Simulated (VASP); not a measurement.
Runs of VASP 6.6.1 on Zn. The structure is that of space group Fm-3m (No. 225), or close to it. The cells are those of the table. 

```csv
cell,k mesh,cutoff (eV),gap on the mesh (eV),pressure (GPa)
"a = 2.799 Å, angles 60.0°, 1 atom",18 × 18 × 18,520,none,(b)
"a = 2.800 Å, angles 60.0°, 1 atom",8 × 8 × 8,500,none,-5.8
"a = 2.864 Å, angles 60.0°, 1 atom",18 × 18 × 18,500,none,-8.9
"a = 2.800 Å, angles 60.0°, 1 atom",18 × 18 × 18,500,none,-6.0
"a = 2.799 Å, angles 60.0°, 1 atom",8 × 8 × 8,500,none,-5.7
"a = 2.861 Å, angles 60.0°, 1 atom",8 × 8 × 8,500,none,(a)
"a = 2.864 Å, angles 60.0°, 1 atom",8 × 8 × 8,500,none,-8.7
```

Alike in all rows: task single point; level PBEsol; potentials or basis VASP PAW PBE potentials, release 64 (Zn); no spin polarisation; smearing gaussian 0.1 eV.

Task: Fill in the values left out.

Result: (a) -8.6; (b) -5.9.

Caveats: the PAW data sets were made with another functional, which shifts forces and pressure a little.

A gap of «none» marks levels without a gap at the run's occupations.
